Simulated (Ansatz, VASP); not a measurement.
# One calculation of Ge, two programs

```
Ge
1.0
     3.95800    0.00000    0.00000
    -1.97900    3.42773    0.00000
     0.00000    0.00000   28.00000
Ge
2
Direct
  0.33333 0.66667 0.51275
  0.66667 0.33333 0.48725
```

Alike in both runs: task single point; functional LDA; k mesh 12 × 12 × 1; occupations gaussian, width 0.1 eV; no spin polarisation.

```csv
,VASP,Ansatz
version,VASP 6.6.1,Ansatz 0.2.0
potentials or method,"VASP PAW LDA potentials, release 64 (Ge_d), cutoff 520 eV","scalar-relativistic, plane waves, PAW"
valence electrons in the cell,28,28
```

Ansatz gave:

```
gap on the k mesh at the Fermi level (eV) : none
rms of the force components (eV/Å)        : 0.186
```

Which values does VASP return?

gap on the k mesh at the Fermi level (eV): none; rms of the force components (eV/Å): 0.177.

Ansatz warns that its potentials were made for another functional, while VASP's fit it. LDA's correlation is that of Perdew and Zunger in VASP and of Perdew and Wang (1992) in Ansatz. Atom by atom the forces differ by 0.009 eV/Å (rms over components). A gap of «none» marks a metal or a gap that the smearing closes. Ansatz's warnings: xc potential rough in thin density.
